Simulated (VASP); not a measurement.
The system is Ti2O.

```
Ti O
1.0
     2.91940    0.00000    0.00000
    -1.45970    2.52827    0.00000
     0.00000    0.00000    4.71300
Ti O
2 1
Cartesian
  1.4597 0.8428 1.3137
  0.0000 1.6855 3.3993
  0.0000 0.0000 0.0000
```

* Program: VASP 6.6.1
* Task: relaxation of cell and atoms
* Functional: PBEsol
* Potentials or basis: VASP PAW PBE potentials, release 64 (Ti_sv, O)
* Cutoff: 600 eV
* k mesh: 8 × 8 × 5
* Occupations: fermi-dirac, width 0.02 eV
* Spin: collinear spin, ferromagnetic start
* Starting moments: [0.5, 0.5, 0.0] μB

At the start: pressure 4.6 GPa; volume 11.60 Å³/atom.

Question: Where does the relaxation end?

Answer: Over 8 steps the energy falls by 31.3 meV/atom and the volume is 11.90 Å³/atom (+2.6 %); space group P-3m1 (No. 164, to 0.05 Å); moment 0.00 μB per cell.

Step by step:
```tsv
step	energy change (eV)	largest force (eV/Å)	pressure (GPa)	volume (Å³)
1	0.0000	1.3339	4.57	34.79
2	-0.0727	0.0434	-4.24	36.47
3	-0.0820	0.2462	-2.28	36.03
4	-0.0911	0.0692	1.74	35.38
5	-0.0917	0.0090	0.89	35.51
6	-0.0940	0.0241	-0.03	35.69
7	-0.0940	0.0252	-0.03	35.69
8	-0.0940	0.0084	-0.01	35.69
```

Final structure:
```
Ti O
1.0
     2.95013    0.00000    0.00000
    -1.47507    2.55489    0.00000
     0.00000    0.00000    4.73507
Ti O
2 1
Direct
  0.66667 0.33333 0.26450
  0.33333 0.66667 0.73550
  0.00000 0.00000 0.00000
```

Caveat: the PAW data sets were made with another functional, which shifts forces and pressure a little.
